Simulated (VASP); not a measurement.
# AlN (P6_3/mmc) in VASP: notebook, part 2 of 2

VASP 6.6.1. The steps go on from the part before.

## Step 4: Single point, PBEsol

This run uses another cell than the first one, of 9.20 Å³/atom, 1.006 times its volume.

File INCAR:

```
ALGO = Normal
EDIFF = 1E-6
ENCUT = 520
GGA = PS
ISIF = 2
ISMEAR = 0
LASPH = T
LCHARG = F
LREAL = F
LWAVE = F
NBANDS = 16
NELM = 80
PREC = Accurate
SIGMA = 0.05
```

File KPOINTS:

```
k-points
0
Gamma
  9 9 6
```

File POSCAR:

```
AlN
1.0
    3.2025000000      0.0000000000      0.0000000000
   -1.6012500000      2.7734463556      0.0000000000
    0.0000000000      0.0000000000      4.1412155349
Al N
2 2
Direct
    0.3333333333      0.6666666667      0.7500000000
    0.6666666667      0.3333333333      0.2500000000
    0.3333333333      0.6666666667      0.2500000000
    0.6666666667      0.3333333333      0.7500000000
```

Potentials or basis: VASP PAW PBE potentials, release 64 (Al, N).

Started as:

```bash
cat potpaw_PBE.64/Al/POTCAR potpaw_PBE.64/N/POTCAR > POTCAR
mpirun -np 1 vasp_std > vasp.out
```

OUTCAR:

```text
EDIFF = 1E-6
   ENCUT = 520
   GGA = PS
   ISIF = 2
   ISMEAR = 0
   LASPH = T
   LREAL = F
   NELM = 80
   PREC = Accurate

 ion  position               nearest neighbor table
   1  0.333  0.667  0.750-   4 1.85   4 1.85   4 1.85   3 2.07   3 2.07   2 2.78   2 2.78   2 2.78
                             2 2.78   2 2.78   2 2.78
   2  0.667  0.333  0.250-   3 1.85   3 1.85   3 1.85   4 2.07   4 2.07   1 2.78   1 2.78   1 2.78
                             1 2.78   1 2.78   1 2.78
   3  0.333  0.667  0.250-   2 1.85   2 1.85   2 1.85   1 2.07   1 2.07
   4  0.667  0.333  0.750-   1 1.85   1 1.85   1 1.85   2 2.07   2 2.07

  LATTYP: Found a hexagonal cell.
 ALAT       =     3.2025000000
 C/A-ratio  =     1.2931196050

  Lattice vectors:

 A1 = (   3.2025000000,   0.0000000000,   0.0000000000)
 A2 = (  -1.6012500000,   2.7734463556,   0.0000000000)
 A3 = (   0.0000000000,   0.0000000000,   4.1412155349)

Analysis of symmetry for initial positions (statically):
=====================================================================
 Subroutine PRICEL returns:
 Original cell was already a primitive cell.

 Routine SETGRP: Setting up the symmetry group for a
 hexagonal supercell.

 Subroutine GETGRP returns: Found 24 space group operations
 (whereof 12 operations were pure point group operations)
 out of a pool of 24 trial point group operations.

The static configuration has the point symmetry D_3d.
 The point group associated with its full space group is D_6h.

Analysis of symmetry for dynamics (positions and initial velocities):
=====================================================================
 Subroutine PRICEL returns:
 Original cell was already a primitive cell.

 Routine SETGRP: Setting up the symmetry group for a
 hexagonal supercell.

 Subroutine GETGRP returns: Found 24 space group operations
 (whereof 12 operations were pure point group operations)
 out of a pool of 24 trial point group operations.

The dynamic configuration has the point symmetry D_3d.
 The point group associated with its full space group is D_6h.

 Subroutine INISYM returns: Found 24 space group operations
 (whereof 12 operations are pure point group operations),
 and found     1 'primitive' translations

----------------------------------------------------------------------------------------

                                     Primitive cell

  volume of cell :      36.7821

  direct lattice vectors                    reciprocal lattice vectors
     3.202500000  0.000000000  0.000000000     0.312256050  0.180281115  0.000000000
    -1.601250000  2.773446356  0.000000000     0.000000000  0.360562229  0.000000000
     0.000000000  0.000000000  4.141215535     0.000000000  0.000000000  0.241474995

  length of vectors
     3.202500000  3.202500000  4.141215535     0.360562229  0.360562229  0.241474995

  position of ions in fractional coordinates (direct lattice)
     0.333333333  0.666666667  0.750000000
     0.666666667  0.333333333  0.250000000
     0.333333333  0.666666667  0.250000000
     0.666666667  0.333333333  0.750000000

  ion indices of the primitive-cell ions
   primitive index   ion index
[... 28 lines left out ...]

 Found     48 irreducible k-points:

 Following reciprocal coordinates:
            Coordinates               Weight
  0.000000  0.000000  0.000000      1.000000
  0.111111 -0.000000  0.000000      6.000000
  0.222222  0.000000  0.000000      6.000000
  0.333333  0.000000  0.000000      6.000000
  0.444444  0.000000  0.000000      6.000000
  0.111111  0.111111  0.000000      6.000000
[... 16 lines left out ...]
  0.333333  0.222222  0.166667     24.000000
  0.333333  0.333333  0.166667      4.000000
 [... further k-points ...]
   k-points           NKPTS =     48   k-points in BZ     NKDIM =     48   number of bands    NBANDS=     16
   number of dos      NEDOS =    301   number of ions     NIONS =      4
   total plane-waves  NPLWV =  18432
   dimension x,y,z NGX =    24 NGY =   24 NGZ =   32
   dimension x,y,z NGXF=    48 NGYF=   48 NGZF=   64
   ions per type =               2   2
   NGX,Y,Z   is equivalent  to a cutoff of  12.46, 12.46, 12.85 a.u.
   NGXF,Y,Z  is equivalent  to a cutoff of  24.92, 24.92, 25.69 a.u.
 SYSTEM =  unknown system
   PREC   = accura    normal or accurate (medium, high low for compatibility)
   ISTART =      0    job   : 0-new  1-cont  2-samecut
   ICHARG =      2    charge: 1-file 2-atom 10-const
   ISPIN  =      1    spin polarized calculation?
   LNONCOLLINEAR =      F non collinear calculations
   LSORBIT =      F    spin-orbit coupling
   LASPH  =      T    aspherical Exc in radial PAW
   ENCUT  =  520.0 eV  38.22 Ry    6.18 a.u.   5.95  5.95  7.70*2*pi/ulx,y,z
   NELM   =     80;   NELMIN=  2; NELMDL= -5     # of ELM steps
   EDIFF  = 0.1E-05   stopping-criterion for ELM
   LREAL  =      F    real-space projection
   EDIFFG = 0.1E-04   stopping-criterion for IOM
   NSW    =      0    number of steps for IOM
   IBRION =     -1    ionic relax: 0-MD 1-quasi-New 2-CG
   NFREE  =      0    steps in history (QN), initial steepest desc. (CG)
   ISIF   =      2    stress and relaxation
   ISYM   =      2    0-nonsym 1-usesym 2-fastsym
   POTIM  = 0.5000    time-step for ionic-motion
   TEBEG  =    0.0;   TEEND  =   0.0 temperature during run
   PSTRESS=    0.0 pullay stress
   NELECT =      16.0000    total number of electrons
   NUPDOWN=      -1.0000    fix difference up-down
   EMIN   =  10.00;   EMAX   =-10.00  energy-range for DOS
   EFERMI =   0.00;   METHOD = LEGACY
   ISMEAR =     0;   SIGMA  =   0.05  broadening in eV -4-tet -1-fermi 0-gaus
   EFERMI_NEDOS =   21; number of points for ismear=-14 and -15
   IALGO  =     38    algorithm
   IMIX   =      4    mixing-type and parameters
     AMIX     =   0.40;   BMIX     =  1.00
     AMIX_MAG =   1.60;   BMIX_MAG =  1.00
  volume/ion in A,a.u.               =       9.20        62.05
  Fermi-wavevector in a.u.,A,eV,Ry     =   1.240421  2.344057 20.934539  1.538645
  Thomas-Fermi vector in A             =   2.374863
   LORBIT       =      0    0 simple, 1 ext, 2 COOP (PROOUT), +10 PAW based schemes
   GGA     = PS    functional components
   LHFCALC =     F    Hartree Fock is set to
   AEXX    =    0.0000 exact exchange contribution
   IVDW    =     0    specifies the selected vdW correction
   LEPSILON=     F    determine dielectric tensor
   LRPA    =     F    only Hartree local field effects (RPA)
 non-spin polarized calculation
 Gauss-broadening in eV      SIGMA  =   0.05
  energy-cutoff  :      520.00
  volume of cell :       36.78
 maximum number of plane-waves:      1014
 NGX is ok and might be reduce to    24
   NGX = 11   NGY = 11   NGZ = 15

 number of electron      16.0000004 magnetization

 Free energy of the ion-electron system (eV)
  ---------------------------------------------------
  ext. energy  EPLUGINS =         0.00000000
  ---------------------------------------------------
  free energy    TOTEN  =       -30.81139889 eV

  energy without entropy =      -30.81139889  energy(sigma->0) =      -30.81139889

 E-fermi :   9.0881     XC(G=0): -11.7082

 val. band max:        8.8595516797   @ k =   0.0000   0.0000   0.0000
 cond. band min:      12.5870795926   @ k =   0.0000   0.0000   0.0000
 fundamental gap:      3.7275279129
 Fermi energy:         9.0881010236

 k-point     1 :       0.0000    0.0000    0.0000
  band No.  band energies     occupation
      1      -8.6130      2.00000
      2      -4.6714      2.00000
      3       1.3091      2.00000
      4       5.3390      2.00000
      5       5.3390      2.00000
      6       6.9647      2.00000
[... 433 lines left out ...]
      3       1.7262      2.00000
      4       2.9234      2.00000
      5       2.9234      2.00000
      6       5.3559      2.00000
[... 8 lines left out ...]
     15      20.5852      0.00000
     16      22.5589      0.00000

 [... further k-points ...]

------------------------ aborting loop because EDIFF is reached ----------------------------------------

  FORCE on cell =-STRESS in cart. coord.  units (eV):
  Direction    XX          YY          ZZ          XY          YZ          ZX
  --------------------------------------------------------------------------------------
  -------------------------------------------------------------------------------------
  Total        4.5456578      4.5456578      1.9548820      0.0000000      0.0000000      0.0000000
  in kB      198.0024585    198.0024585     85.1519069      0.0000000      0.0000000      0.0000000
  external PRESSURE =     160.3856079 kB  Pullay stress =       0.0000000 kB

 VOLUME and BASIS-vectors are now :
 -----------------------------------------------------------------------------
  energy-cutoff  :      520.00
  volume of cell :       36.78
      direct lattice vectors                 reciprocal lattice vectors
     3.202500000  0.000000000  0.000000000     0.312256050  0.180281115  0.000000000
    -1.601250000  2.773446356  0.000000000     0.000000000  0.360562229  0.000000000
     0.000000000  0.000000000  4.141215535     0.000000000  0.000000000  0.241474995

 POSITION                                       TOTAL-FORCE (eV/Angst)
 -----------------------------------------------------------------------------------
     -0.00000      1.84896      3.10591        -0.000000      0.000000      0.000000
      1.60125      0.92448      1.03530         0.000000     -0.000000      0.000000
     -0.00000      1.84896      1.03530         0.000000     -0.000000      0.000000
      1.60125      0.92448      3.10591        -0.000000      0.000000      0.000000
 -----------------------------------------------------------------------------------
    total drift:                                0.000000     -0.000000      0.000000

  FREE ENERGIE OF THE ION-ELECTRON SYSTEM (eV)
  ---------------------------------------------------
  free  energy   TOTEN  =       -30.8113988939 eV

  energy  without entropy=      -30.8113988939  energy(sigma->0) =      -30.81139889
```

stdout:

```text
POSCAR found type information on POSCAR AlN
 POSCAR found :  2 types and       4 ions
 scaLAPACK will be used
 -----------------------------------------------------------------------------
|                                                                             |
|                                                                             |
|     You enforced a specific xc type in the INCAR file but a different       |
|     I HOPE YOU KNOW WHAT YOU ARE DOING!                                     |
|                                                                             |
 -----------------------------------------------------------------------------

 LDA part: xc-table for (Slater+PW92), standard interpolation
 POSCAR, INCAR and KPOINTS ok, starting setup
 FFT: planning ... GRIDC
 FFT: planning ... GRID_SOFT
 FFT: planning ... GRID
 WAVECAR not read
 entering main loop
```

Wall time 10 s (1 thread of Intel Xeon 6975P-C (Granite Rapids), shared host); peak memory 0.15 GiB.

What came out:

```yaml
Free_energy: -30.8114 eV
Pressure: 16.0 GPa
Band_gap_on_the_k_mesh: 3.73 eV, direct
```

Stress tensor (GPa, compression positive):
```
19.80  0.00  0.00
 0.00 19.80  0.00
 0.00  0.00  8.52
```

Caveat: the PAW data sets were made with another functional, which shifts forces and pressure a little.

## Step 5: Single point, PBEsol

This run uses another cell than the first one, of 9.28 Å³/atom, 1.016 times its volume.

File INCAR:

```
PREC = Accurate
ENCUT = 520
EDIFF = 1E-7
ISMEAR = 0
SIGMA = 0.05
LREAL = F
LASPH = T
NELM = 100
ALGO = Normal
ISIF = 2
LWAVE = F
LCHARG = F
GGA = PS
NBANDS = 16
```

File KPOINTS:

```
regular mesh
0
Gamma
  9 9 6
```

File POSCAR:

```
AlN
1.0
    3.3015780391      0.0000000000      0.0000000000
   -1.6507890196      2.8592504545      0.0000000000
    0.0000000000      0.0000000000      3.9342000000
Al N
2 2
Direct
    0.3333333333      0.6666666667      0.7500000000
    0.6666666667      0.3333333333      0.2500000000
    0.3333333333      0.6666666667      0.2500000000
    0.6666666667      0.3333333333      0.7500000000
```

Started as:

```bash
cat potpaw_PBE.64/Al/POTCAR potpaw_PBE.64/N/POTCAR > POTCAR
mpirun -np 1 vasp_std > vasp.out
```

Run time: 15 s. Hardware: 1 thread of Intel Xeon 6975P-C (Granite Rapids), shared host; peak memory 0.16 GiB.

The run converged. Its results:

```
Free energy            : -30.8305 eV
Pressure               : 12.0 GPa
Band gap on the k mesh : 3.81 eV, direct
```

Stress tensor (GPa, compression positive):
```
 7.55  0.00  0.00
 0.00  7.55  0.00
 0.00  0.00 20.85
```

Levels at points of the mesh, in eV from the valence-band top:
```tsv
k point	band 6	band 7	band 8	band 9	band 10	band 11
(0.00, 0.00, 0.00)	-1.39	-1.39	0.00	3.81	4.96	8.45
(0.00, 0.00, 0.50)	-2.46	-2.46	-2.46	6.15	6.15	8.48
```

Caveat: the PAW data sets were made with another functional, which shifts forces and pressure a little.

## Step 6: The runs side by side

```csv
cell,gap on the mesh (eV),pressure (GPa)
"a = 3.242, b = 3.242, c = 4.017 Å, angles 90.0, 90.0, 120.0°, 4 atoms",3.84,16.1
"a = 3.242, b = 3.242, c = 4.100 Å, angles 90.0, 90.0, 120.0°, 4 atoms",3.66,11.2
"a = 3.203, b = 3.202, c = 4.141 Å, angles 90.0, 90.0, 120.0°, 4 atoms",3.73,16.0
"a = 3.302, b = 3.302, c = 3.934 Å, angles 90.0, 90.0, 120.0°, 4 atoms",3.81,12.0
```

Alike in all rows: task single point; level PBEsol; potentials or basis VASP PAW PBE potentials, release 64 (Al, N); no spin polarisation; k mesh 9 × 9 × 6; cutoff (eV) 520; smearing gaussian 0.05 eV.

Caveats: the PAW data sets were made with another functional, which shifts forces and pressure a little.

Absolute energies hang on the potentials; compare differences alone.
